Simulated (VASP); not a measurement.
# Ni3Pt (Pm-3m) in VASP: single point with LDA

Aim: the single point of Ni3Pt with LDA.

All numbers are computed with VASP 6.6.1; they aren't measurements. Logs are shortened: lines on timing, memory, paths and dates and some standing lists are left out, and cuts for length are marked.

## Step 1: The cell of the first run

It takes space group Pm-3m (No. 221, cubic). Conventional cell: a = 3.625 Å, b = 3.625 Å, c = 3.625 Å, α = 90.00°, β = 90.00°, γ = 90.00°. Ni (site symmetry 4/mmm) has 8 Ni at 2.56 Å and 4 Pt at 2.56 Å within 3.4 Å. Pt (site symmetry m-3m) has 12 Ni at 2.56 Å within 3.4 Å.

## Step 2: Single point, LDA, non-collinear spin, typed start

The input, INCAR:

```
PREC = Accurate
ENCUT = 520
EDIFF = 1E-6
ISMEAR = -1
SIGMA = 0.05
LREAL = False
LASPH = True
NELM = 150
ALGO = Normal
ISIF = 2
LWAVE = False
LCHARG = True
LNONCOLLINEAR = True
MAGMOM = 0 0 0.7 0 0 0.7 0 0 0.7 0 0 0.3
LORBIT = 11
LMAXMIX = 4
LVHAR = True
NBANDS = 54
```

The input, KPOINTS:

```
regular mesh
0
Gamma
  9 9 9
```

The input, POSCAR:

```
Ni3Pt
1.0
    3.6245667900      0.0000000000      0.0000000000
    0.0000000000      3.6245667900      0.0000000000
    0.0000000000      0.0000000000      3.6245667900
Ni Pt
3 1
Direct
    0.5000000000      0.0000000000      0.5000000000
    0.0000000000      0.5000000000      0.5000000000
    0.5000000000      0.5000000000      0.0000000000
    0.0000000000      0.0000000000      0.0000000000
```

Potentials or basis: VASP PAW LDA potentials, release 64 (Ni, Pt).

Run with:

```bash
$ cat potpaw_LDA.64/Ni/POTCAR potpaw_LDA.64/Pt/POTCAR > POTCAR
$ mpirun -np 1 vasp_ncl > vasp.out
```

OUTCAR:

```text
PREC = Accurate
   ENCUT = 520
   EDIFF = 1E-6
   ISMEAR = -1
   LREAL = False
   LASPH = True
   NELM = 150
   ISIF = 2
   LNONCOLLINEAR = True
   LORBIT = 11

 ion  position               nearest neighbor table
   1  0.500  0.000  0.500-   2 2.56   3 2.56   4 2.56   3 2.56   4 2.56   2 2.56   3 2.56   3 2.56
                             2 2.56   4 2.56   4 2.56   2 2.56
   2  0.000  0.500  0.500-   1 2.56   3 2.56   4 2.56   3 2.56   4 2.56   1 2.56   4 2.56   4 2.56
                             1 2.56   3 2.56   3 2.56   1 2.56
   3  0.500  0.500  0.000-   1 2.56   2 2.56   4 2.56   1 2.56   2 2.56   1 2.56   4 2.56   1 2.56
                             2 2.56   4 2.56   2 2.56   4 2.56
   4  0.000  0.000  0.000-   1 2.56   2 2.56   3 2.56   1 2.56   2 2.56   2 2.56   3 2.56   2 2.56
                             1 2.56   3 2.56   1 2.56   3 2.56

  LATTYP: Found a simple cubic cell.
 ALAT       =     3.6245667900

  Lattice vectors:

 A1 = (   3.6245667900,   0.0000000000,   0.0000000000)
 A2 = (   0.0000000000,   3.6245667900,   0.0000000000)
 A3 = (   0.0000000000,   0.0000000000,   3.6245667900)

Analysis of symmetry for initial positions (statically):
=====================================================================
 Subroutine PRICEL returns:
 Original cell was already a primitive cell.

 Routine SETGRP: Setting up the symmetry group for a
 simple cubic supercell.

 Subroutine GETGRP returns: Found 48 space group operations
[... 9 lines left out ...]

 Routine SETGRP: Setting up the symmetry group for a
 simple cubic supercell.

 Subroutine GETGRP returns: Found 48 space group operations
 (whereof 48 operations were pure point group operations)
 out of a pool of 48 trial point group operations.

The dynamic configuration has the point symmetry O_h .

Analysis of structural, dynamic, and magnetic symmetry:
=====================================================================
 Subroutine PRICEL returns:
 Original cell was already a primitive cell.

 Routine SETGRP: Setting up the symmetry group for a
 simple cubic supercell.

 Subroutine GETGRP returns: Found  8 space group operations
 (whereof  8 operations were pure point group operations)
 out of a pool of 48 trial point group operations.

The overall configuration has the point symmetry C_4h.

 Subroutine INISYM returns: Found  8 space group operations
 (whereof  8 operations are pure point group operations),
 and found     1 'primitive' translations

----------------------------------------------------------------------------------------

                                     Primitive cell

  volume of cell :      47.6177

  direct lattice vectors                    reciprocal lattice vectors
     3.624566790  0.000000000  0.000000000     0.275895040  0.000000000  0.000000000
     0.000000000  3.624566790  0.000000000     0.000000000  0.275895040  0.000000000
     0.000000000  0.000000000  3.624566790     0.000000000  0.000000000  0.275895040

  length of vectors
     3.624566790  3.624566790  3.624566790     0.275895040  0.275895040  0.275895040

  position of ions in fractional coordinates (direct lattice)
     0.500000000  0.000000000  0.500000000
     0.000000000  0.500000000  0.500000000
     0.500000000  0.500000000  0.000000000
     0.000000000  0.000000000  0.000000000

  ion indices of the primitive-cell ions
   primitive index   ion index
                 1           1
                 2           2
                 3           3
                 4           4

----------------------------------------------------------------------------------------

 KPOINTS: regular mesh

Automatic generation of k-mesh.
 Grid dimensions read from file:
 generate k-points for:    9    9    9

 Generating k-lattice:

  Cartesian coordinates                     Fractional coordinates (reciprocal lattice)
     0.030655004  0.000000000  0.000000000     0.111111111  0.000000000  0.000000000
     0.000000000  0.030655004  0.000000000     0.000000000  0.111111111  0.000000000
     0.000000000  0.000000000  0.030655004     0.000000000  0.000000000  0.111111111

  Length of vectors
     0.030655004  0.030655004  0.030655004

  Shift w.r.t. Gamma in fractional coordinates (k-lattice)
     0.000000000  0.000000000  0.000000000

 Subroutine IBZKPT returns following result:
 ===========================================

 Found    105 irreducible k-points:

 Following reciprocal coordinates:
            Coordinates               Weight
  0.000000  0.000000  0.000000      1.000000
  0.111111  0.000000  0.000000      4.000000
  0.000000  0.000000  0.111111      2.000000
  0.222222  0.000000  0.000000      4.000000
  0.000000  0.000000  0.222222      2.000000
  0.333333  0.000000  0.000000      4.000000
[... 16 lines left out ...]
  0.444444 -0.111111  0.000000      4.000000
  0.222222  0.222222  0.000000      4.000000
 [... further k-points ...]
   k-points           NKPTS =    105   k-points in BZ     NKDIM =    105   number of bands    NBANDS=     54
   number of dos      NEDOS =    301   number of ions     NIONS =      4
   total plane-waves  NPLWV =  21952
   dimension x,y,z NGX =    28 NGY =   28 NGZ =   28
   dimension x,y,z NGXF=    56 NGYF=   56 NGZF=   56
   ions per type =               3   1
   NGX,Y,Z   is equivalent  to a cutoff of  12.84, 12.84, 12.84 a.u.
   NGXF,Y,Z  is equivalent  to a cutoff of  25.69, 25.69, 25.69 a.u.
 SYSTEM =  unknown system
   PREC   = accura    normal or accurate (medium, high low for compatibility)
   ISTART =      0    job   : 0-new  1-cont  2-samecut
   ICHARG =      2    charge: 1-file 2-atom 10-const
   ISPIN  =      1    spin polarized calculation?
   LNONCOLLINEAR =      T non collinear calculations
   LSORBIT =      F    spin-orbit coupling
   LASPH  =      T    aspherical Exc in radial PAW
   ENCUT  =  520.0 eV  38.22 Ry    6.18 a.u.   6.74  6.74  6.74*2*pi/ulx,y,z
   NELM   =    150;   NELMIN=  2; NELMDL= -5     # of ELM steps
   EDIFF  = 0.1E-05   stopping-criterion for ELM
   LREAL  =      F    real-space projection
   EDIFFG = 0.1E-04   stopping-criterion for IOM
   NSW    =      0    number of steps for IOM
   IBRION =     -1    ionic relax: 0-MD 1-quasi-New 2-CG
   NFREE  =      0    steps in history (QN), initial steepest desc. (CG)
   ISIF   =      2    stress and relaxation
   ISYM   =      2    0-nonsym 1-usesym 2-fastsym
   POTIM  = 0.5000    time-step for ionic-motion
   TEBEG  =    0.0;   TEEND  =   0.0 temperature during run
   PSTRESS=    0.0 pullay stress
   NELECT =      40.0000    total number of electrons
   NUPDOWN=      -1.0000    fix difference up-down
   EMIN   =  10.00;   EMAX   =-10.00  energy-range for DOS
   EFERMI =   0.00;   METHOD = LEGACY
   ISMEAR =    -1;   SIGMA  =   0.05  broadening in eV -4-tet -1-fermi 0-gaus
   EFERMI_NEDOS =   21; number of points for ismear=-14 and -15
   IALGO  =     38    algorithm
   IMIX   =      4    mixing-type and parameters
     AMIX     =   0.40;   BMIX     =  1.00
     AMIX_MAG =   1.60;   BMIX_MAG =  1.00
  volume/ion in A,a.u.               =      11.90        80.34
  Fermi-wavevector in a.u.,A,eV,Ry     =   1.544681  2.919023 32.464024  2.386038
  Thomas-Fermi vector in A             =   2.650167
   LORBIT       =     11    0 simple, 1 ext, 2 COOP (PROOUT), +10 PAW based schemes
   GGA     = CA    functional components
   LHFCALC =     F    Hartree Fock is set to
   AEXX    =    0.0000 exact exchange contribution
   IVDW    =     0    specifies the selected vdW correction
   LEPSILON=     F    determine dielectric tensor
   LRPA    =     F    only Hartree local field effects (RPA)
  energy-cutoff  :      520.00
  volume of cell :       47.62
 maximum number of plane-waves:      2618
 NGX is ok and might be reduce to    28
   NGX = 13   NGY = 13   NGZ = 13

 number of electron      40.0000059 magnetization       0.0000000      0.0000000      2.1818523

 number of electron      40.0000059 magnetization      -0.0000000     -0.0000000      2.1720043

 number of electron      40.0000059 magnetization      -0.0000000      0.0000000      2.1742864

 Free energy of the ion-electron system (eV)
  ---------------------------------------------------
  ext. energy  EPLUGINS =         0.00000000
  ---------------------------------------------------
  free energy    TOTEN  =       -27.41893847 eV

  energy without entropy =      -27.36115980  energy(sigma->0) =      -27.39004913

 E-fermi :   9.7279     XC(G=0): -13.6395

 val. band max:        9.7276207666   @ k =   0.3333   0.1111   0.3333
 cond. band min:       9.7303123224   @ k =   0.2222  -0.1111   0.0000
 fundamental gap:      0.0026915558
 Fermi energy:         9.7278939570

 k-point     1 :       0.0000    0.0000    0.0000
  band No.  band energies     occupation
      1       0.2856      1.00000
      2       0.3400      1.00000
      3       3.7570      1.00000
      4       3.7570      1.00000
      5       3.9556      1.00000
      6       3.9556      1.00000
[... 44 lines left out ...]
     51      20.0843      0.00000
     52      20.0843      0.00000

 k-point     2 :       0.1111    0.0000    0.0000
  band No.  band energies     occupation
      1       0.4498      1.00000
      2       0.5044      1.00000
      3       3.8339      1.00000
      4       3.8480      1.00000
      5       4.0318      1.00000
      6       4.0457      1.00000
[... 44 lines left out ...]
     51      19.9146      0.00000
     52      20.1102      0.00000

 k-point     3 :       0.0000    0.0000    0.1111
  band No.  band energies     occupation
      1       0.4498      1.00000
      2       0.5044      1.00000
      3       3.8339      1.00000
      4       3.8480      1.00000
      5       4.0318      1.00000
      6       4.0457      1.00000
[... 44 lines left out ...]
     51      19.9146      0.00000
     52      20.1102      0.00000
[... 1046 lines left out ...]
 k-point    23 :       0.4444   -0.1111    0.0000
  band No.  band energies     occupation
      1       2.5824      1.00000
      2       2.6537      1.00000
      3       3.9739      1.00000
      4       4.0678      1.00000
      5       4.6102      1.00000
      6       4.7954      1.00000
[... 44 lines left out ...]
     51      18.8432      0.00000
     52      19.0081      0.00000

 k-point    24 :       0.2222    0.2222    0.0000
  band No.  band energies     occupation
      1       1.5367      1.00000
      2       1.5947      1.00000
      3       4.2701      1.00000
      4       4.4409      1.00000
      5       4.4604      1.00000
      6       4.6335      1.00000
[... 44 lines left out ...]
     51      19.4265      0.00000
     52      19.6364      0.00000

 [... further k-points ...]

 [bands above 52 left out]

------------------------ aborting loop because EDIFF is reached ----------------------------------------

  FORCE on cell =-STRESS in cart. coord.  units (eV):
  Direction    XX          YY          ZZ          XY          YZ          ZX
  --------------------------------------------------------------------------------------
  -------------------------------------------------------------------------------------
  Total       -3.4263952     -3.4263952     -3.4268927     -0.0000001      0.0000000      0.0000000
  in kB     -115.2868360   -115.2868360   -115.3035747     -0.0000030      0.0000000      0.0000000
  external PRESSURE =    -115.2924155 kB  Pullay stress =       0.0000000 kB

 VOLUME and BASIS-vectors are now :
 -----------------------------------------------------------------------------
  energy-cutoff  :      520.00
  volume of cell :       47.62
      direct lattice vectors                 reciprocal lattice vectors
     3.624566790  0.000000000  0.000000000     0.275895040  0.000000000  0.000000000
     0.000000000  3.624566790  0.000000000     0.000000000  0.275895040  0.000000000
     0.000000000  0.000000000  3.624566790     0.000000000  0.000000000  0.275895040

 POSITION                                       TOTAL-FORCE (eV/Angst)
 -----------------------------------------------------------------------------------
      1.81228      0.00000      1.81228         0.000000      0.000000      0.000000
      0.00000      1.81228      1.81228         0.000000      0.000000      0.000000
      1.81228      1.81228      0.00000         0.000000      0.000000      0.000000
      0.00000      0.00000      0.00000         0.000000      0.000000      0.000000
 -----------------------------------------------------------------------------------
    total drift:                                0.000000      0.000000      0.000000

  FREE ENERGIE OF THE ION-ELECTRON SYSTEM (eV)
  ---------------------------------------------------
  free  energy   TOTEN  =       -27.4189384692 eV

  energy  without entropy=      -27.3611598006  energy(sigma->0) =      -27.39004913

 total charge

# of ion       s       p       d       tot
------------------------------------------
    1        0.472   0.490   8.334   9.296
    2        0.472   0.490   8.334   9.296
    3        0.472   0.490   8.334   9.296
    4        0.745   0.664   8.061   9.470
--------------------------------------------------
tot          2.162   2.133  33.064  37.359

 magnetization (x)

# of ion       s       p       d       tot
------------------------------------------
    1        0.000  -0.000   0.000  -0.000
    2       -0.000   0.000  -0.000  -0.000
    3        0.000   0.000   0.000   0.000
    4       -0.000   0.000  -0.000  -0.000
--------------------------------------------------
tot         -0.000  -0.000  -0.000  -0.000

 magnetization (y)

# of ion       s       p       d       tot
------------------------------------------
    1       -0.000   0.000   0.000  -0.000
    2        0.000   0.000  -0.000  -0.000
    3       -0.000  -0.000  -0.000  -0.000
    4        0.000  -0.000   0.000  -0.000
--------------------------------------------------
tot         -0.000  -0.000  -0.000  -0.000

 magnetization (z)

# of ion       s       p       d       tot
------------------------------------------
    1       -0.002  -0.011   0.639   0.626
    2       -0.002  -0.011   0.639   0.626
    3       -0.002  -0.011   0.639   0.626
    4       -0.004  -0.020   0.329   0.305
--------------------------------------------------
tot         -0.012  -0.052   2.246   2.182
```

Wall time 16 min (1 thread of Intel Xeon 6975P-C, shared host); peak memory 0.47 GiB.

What came out:

* Free energy: -27.4189 eV
* Pressure: -11.5 GPa
* Band gap on the k mesh: zero (band 40 reaches 10.44 eV, above the bottom of band 41 at 9.54 eV)
* Net moment: 2.17 μB per cell
* Valence electrons inside the program's atomic spheres: Ni 9.30; Pt 9.47

Moments on the atoms (μB; x, y, z):
```
Ni  0.00 0.00 0.63
Ni  0.00 0.00 0.63
Ni  0.00 0.00 0.63
Pt  0.00 0.00 0.30
```

Caveat: spin-orbit coupling is left out, which moves the levels of the heavy elements.
